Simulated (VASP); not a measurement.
# KTaO3 (P4/mmm) in VASP: notebook, part 3 of 3

VASP 6.6.1. The steps go on from the part before.

## (5) Single point, PBE (volume 12.518 Å^3 an atom, c/a of the conventional cell 1.1282)

Input file INCAR:

```
  PREC = Accurate
  ENCUT = 520
  EDIFF = 1E-7
  ISMEAR = 0
  SIGMA = 0.05
  LREAL = F
  LASPH = T
  NELM = 100
  ALGO = Normal
  ISIF = 2
  LWAVE = F
  LCHARG = F
  GGA = PE
  NBANDS = 27
```

Input file KPOINTS:

```
regular mesh
0
Gamma
  8 8 8
```

Input file POSCAR:

```
KTaO3
1.0
    3.8139320568      0.0000000000      0.0000000000
    0.0000000000      3.8139320568      0.0000000000
    0.0000000000      0.0000000000      4.3028781465
K Ta O
1 1 3
Direct
    0.5000000000      0.5000000000      0.5000000000
    0.0000000000      0.0000000000      0.0000000000
    0.5000000000      0.0000000000      0.0000000000
    0.0000000000      0.5000000000      0.0000000000
    0.0000000000      0.0000000000      0.5000000000
```

Potentials or basis: VASP PAW PBE potentials, release 64 (K_sv, Ta_pv, O).

The run is started by

```sh
cat potpaw_PBE.64/K_sv/POTCAR potpaw_PBE.64/Ta_pv/POTCAR potpaw_PBE.64/O/POTCAR > POTCAR
mpirun -np 1 vasp_std > vasp.out
```

OUTCAR:

```text
PREC = Accurate
   ENCUT = 520
   EDIFF = 1E-7
   ISMEAR = 0
   LREAL = F
   LASPH = T
   NELM = 100
   ISIF = 2
   GGA = PE

 ion  position               nearest neighbor table
   1  0.500  0.500  0.500-   5 2.70   5 2.70   5 2.70   5 2.70   4 2.87   3 2.87   4 2.87   3 2.87
                             4 2.87   3 2.87   4 2.87   3 2.87   2 3.45   2 3.45   2 3.45   2 3.45
   2  0.000  0.000  0.000-   3 1.91   4 1.91   4 1.91   3 1.91   5 2.15   5 2.15   1 3.45   1 3.45
                             1 3.45   1 3.45   1 3.45   1 3.45   1 3.45   1 3.45
   3  0.500  0.000  0.000-   2 1.91   2 1.91   1 2.87   1 2.87   1 2.87   1 2.87
   4  0.000  0.500  0.000-   2 1.91   2 1.91   1 2.87   1 2.87   1 2.87   1 2.87
   5  0.000  0.000  0.500-   2 2.15   2 2.15   1 2.70   1 2.70   1 2.70   1 2.70

  LATTYP: Found a simple tetragonal cell.
 ALAT       =     3.8139320568
 C/A-ratio  =     1.1282000000

  Lattice vectors:

 A1 = (   3.8139320568,   0.0000000000,   0.0000000000)
 A2 = (   0.0000000000,   3.8139320568,   0.0000000000)
 A3 = (   0.0000000000,   0.0000000000,   4.3028781465)

Analysis of symmetry for initial positions (statically):
[... 175 lines left out ...]
  free energy    TOTEN  =       -40.28226063 eV

  energy without entropy =      -40.28226063  energy(sigma->0) =      -40.28226063

 E-fermi :   2.2912     XC(G=0): -10.9364

 val. band max:        2.0222665716   @ k =   0.5000   0.5000   0.5000
 cond. band min:       4.0373971594   @ k =   0.0000   0.0000   0.0000
 fundamental gap:      2.0151305878
 Fermi energy:         2.2912283050

 k-point     1 :       0.0000    0.0000    0.0000
  band No.  band energies     occupation
      1     -32.2431      2.00000
      2     -32.2431      2.00000
      3     -32.0901      2.00000
      4     -25.3531      2.00000
      5     -16.1972      2.00000
      6     -15.6423      2.00000
[... 709 lines left out ...]
     26      12.0801      0.00000
     27      12.6357      0.00000

 [... further k-points ...]
[... 5 lines left out ...]
  --------------------------------------------------------------------------------------
  -------------------------------------------------------------------------------------
  Total       11.4280902     11.4280902     -5.5422850      0.0000000      0.0000000      0.0000000
  in kB      292.5359818    292.5359818   -141.8712792      0.0000000      0.0000000      0.0000000
  external PRESSURE =     147.7335615 kB  Pullay stress =       0.0000000 kB

 VOLUME and BASIS-vectors are now :
 -----------------------------------------------------------------------------
  energy-cutoff  :      520.00
  volume of cell :       62.59
      direct lattice vectors                 reciprocal lattice vectors
     3.813932057  0.000000000  0.000000000     0.262196595  0.000000000  0.000000000
     0.000000000  3.813932057  0.000000000     0.000000000  0.262196595  0.000000000
     0.000000000  0.000000000  4.302878147     0.000000000  0.000000000  0.232402584

 POSITION                                       TOTAL-FORCE (eV/Angst)
 -----------------------------------------------------------------------------------
      1.90697      1.90697      2.15144         0.000000      0.000000      0.000000
      0.00000      0.00000      0.00000         0.000000      0.000000      0.000000
      1.90697      0.00000      0.00000         0.000000      0.000000      0.000000
      0.00000      1.90697      0.00000         0.000000      0.000000      0.000000
      0.00000      0.00000      2.15144         0.000000      0.000000      0.000000
 -----------------------------------------------------------------------------------
    total drift:                                0.000000      0.000000     -0.000000

  FREE ENERGIE OF THE ION-ELECTRON SYSTEM (eV)
  ---------------------------------------------------
  free  energy   TOTEN  =       -40.2822606336 eV

  energy  without entropy=      -40.2822606336  energy(sigma->0) =      -40.28226063
```

OSZICAR:

```text
N       E                     dE             d eps       ncg     rms          rms(c)
DAV:   1     0.324701795818E+03    0.32470E+03   -0.20802E+04  4050   0.141E+03
DAV:   2    -0.293831941144E+02   -0.35408E+03   -0.34349E+03  4784   0.406E+02
DAV:   3    -0.482168723814E+02   -0.18834E+02   -0.18748E+02  5682   0.915E+01
DAV:   4    -0.488931899792E+02   -0.67632E+00   -0.67512E+00  6649   0.108E+01
DAV:   5    -0.488963939923E+02   -0.32040E-02   -0.32037E-02  5352   0.800E-01    0.372E+01
DAV:   6    -0.404989626912E+02    0.83974E+01   -0.35416E+01  4816   0.403E+01    0.143E+01
DAV:   7    -0.403517104016E+02    0.14725E+00   -0.18964E+00  5015   0.857E+00    0.999E+00
DAV:   8    -0.402969221374E+02    0.54788E-01   -0.39876E-01  4902   0.486E+00    0.194E+00
DAV:   9    -0.402832601451E+02    0.13662E-01   -0.46315E-02  5144   0.135E+00    0.474E-01
DAV:  10    -0.402819833287E+02    0.12768E-02   -0.82308E-03  5438   0.578E-01    0.231E-01
DAV:  11    -0.402822442028E+02   -0.26087E-03   -0.70983E-04  5739   0.202E-01    0.400E-02
DAV:  12    -0.402822582753E+02   -0.14073E-04   -0.10183E-04  5127   0.816E-02    0.272E-02
DAV:  13    -0.402822605841E+02   -0.23088E-05   -0.27352E-05  4920   0.380E-02    0.914E-03
DAV:  14    -0.402822607283E+02   -0.14419E-06   -0.40806E-06  5374   0.157E-02    0.467E-03
DAV:  15    -0.402822606336E+02    0.94751E-07   -0.37989E-07  4645   0.434E-03
   1 F= -.40282261E+02 E0= -.40282261E+02  d E =-.299348E-16
```

stdout:

```text
POSCAR found type information on POSCAR K TaO
 POSCAR found :  3 types and       5 ions
 scaLAPACK will be used
 LDA part: xc-table for (Slater+PW92), standard interpolation
 POSCAR, INCAR and KPOINTS ok, starting setup
 FFT: planning ... GRIDC
 FFT: planning ... GRID_SOFT
 FFT: planning ... GRID
 WAVECAR not read
 entering main loop
```

Run time: 61 s. Hardware: 1 thread of AMD EPYC 9R45 (Zen 5), shared host; peak memory 0.22 GiB.

What came out:

* Free energy: -40.2823 eV
* Pressure: 14.8 GPa
* Band gap on the k mesh: 2.02 eV, indirect (least direct gap 2.41 eV)

Stress tensor (GPa, compression positive):
```
 29.25   0.00   0.00
  0.00  29.25   0.00
  0.00   0.00 -14.19
```

Caveat: spin-orbit coupling is left out, which moves the levels of the heavy elements. A k mesh can miss the band edges.

## (6) Single point, PBE (volume 14.083 Å^3 an atom, c/a of the conventional cell 1.1282)

Input file INCAR:

```
SYSTEM = KTaO3
  ALGO = Normal
  EDIFF = 1E-7
  ENCUT = 520
  GGA = PE
  ISIF = 2
  ISMEAR = 0
  LASPH = .True.
  LCHARG = .False.
  LREAL = .False.
  LWAVE = .False.
  NBANDS = 27
  NELM = 100
  PREC = Accurate
  SIGMA = 0.05
```

Input file KPOINTS:

```
k-points
0
Gamma
  8 8 8
  0 0 0
```

Changes to POSCAR since step 5:

```diff
@@ -2,5 +2,5 @@
 1.0
-    3.8139320568      0.0000000000      0.0000000000
-    0.0000000000      3.8139320568      0.0000000000
-    0.0000000000      0.0000000000      4.3028781465
+    3.9666726590      0.0000000000      0.0000000000
+    0.0000000000      3.9666726590      0.0000000000
+    0.0000000000      0.0000000000      4.4752000938
 K Ta O
```

Potentials or basis: VASP PAW PBE potentials, release 64 (K_sv, Ta_pv, O).

The run is started by

```sh
cat potpaw_PBE.64/K_sv/POTCAR potpaw_PBE.64/Ta_pv/POTCAR potpaw_PBE.64/O/POTCAR > POTCAR
mpirun -np 1 vasp_std > vasp.out
```

It took 63 s on 1 thread of Intel Xeon 6975P-C (Granite Rapids), shared host; peak memory 0.27 GiB.

Results (log left out):

* Free energy: -40.4049 eV
* Pressure: -7.7 GPa
* Band gap on the k mesh: 1.75 eV, indirect (least direct gap 2.09 eV)

Stress tensor (GPa, compression positive):
```
  0.75   0.00   0.00
  0.00   0.75   0.00
  0.00   0.00 -24.71
```

Levels at points of the mesh, in eV from the valence-band top:
```
           k point  band 17  band 18  band 19  band 20  band 21  band 22
(0.00, 0.00, 0.00)    -0.74    -0.34    -0.34     1.75     1.75     1.87
(0.50, 0.00, 0.00)    -1.08    -0.93    -0.58     1.90     4.42     4.66
(0.50, 0.50, 0.00)    -0.70    -0.70    -0.31     4.69     4.70     4.70
(0.00, 0.00, 0.50)    -1.33    -1.17    -1.17     1.93     3.43     3.43
(0.50, 0.00, 0.50)    -1.88    -1.61    -0.15     3.47     4.69     5.22
(0.50, 0.50, 0.50)    -0.29     0.00     0.00     5.32     5.32     6.11
```

Caveat: spin-orbit coupling is left out, which moves the levels of the heavy elements. A k mesh can miss the band edges.

## (7) Summary

| cell | gap on the mesh (eV) | pressure (GPa) |
| --- | --- | --- |
| a = 3.760, b = 3.760, c = 4.242 Å, 5 atoms | 2.10 | 26.1 |
| a = 4.075, b = 4.075, c = 3.612 Å, 5 atoms | 2.05 | 26.6 |
| a = 4.133, b = 4.133, c = 3.664 Å, 5 atoms | 1.96 | 15.3 |
| a = 3.814, b = 3.814, c = 4.303 Å, 5 atoms | 2.02 | 14.8 |
| a = 3.967, b = 3.967, c = 4.475 Å, 5 atoms | 1.75 | -7.7 |

Alike in all rows: task single point; level PBE; potentials or basis VASP PAW PBE potentials, release 64 (K_sv, Ta_pv, O); no spin polarisation; k mesh 8 × 8 × 8; cutoff (eV) 520; smearing gaussian 0.05 eV.

Caveats: spin-orbit coupling is left out, which moves the levels of the heavy elements.

Absolute energies hang on the potentials; compare differences alone.
